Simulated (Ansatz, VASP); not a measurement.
## One calculation of V, two programs

```
CELL_PARAMETERS angstrom
-1.51300 1.51300 1.49030
1.51300 -1.51300 1.49030
1.51300 1.51300 -1.49030
ATOMIC_POSITIONS crystal
V 0.00000 0.00000 0.00000
```

Change from the starting cell: strain +0.000 along x and y, -0.015 along z, atoms carried along.

Alike in both runs: task single point; functional PBEsol; k mesh 22 × 22 × 22; occupations gaussian, width 0.15 eV; no spin polarisation.

```csv
,VASP,Ansatz
version,VASP 6.6.1,Ansatz 0.2.0
potentials or method,"VASP PAW PBE potentials, release 64 (V_sv), cutoff 520 eV","scalar-relativistic, plane waves, PAW"
valence electrons in the cell,13,13
```

```csv
,VASP,Ansatz,Ansatz less VASP
gap on the k mesh at the Fermi level (eV),none,none,-
pressure (GPa),-9.0,-9.2,-0.20
"traceless stress, the component that is largest in VASP (GPa)",1.19,1.20,+0.005
```

VASP's potentials were made for PBE, not for PBEsol. A gap of «none» marks a metal or a gap that the smearing closes.
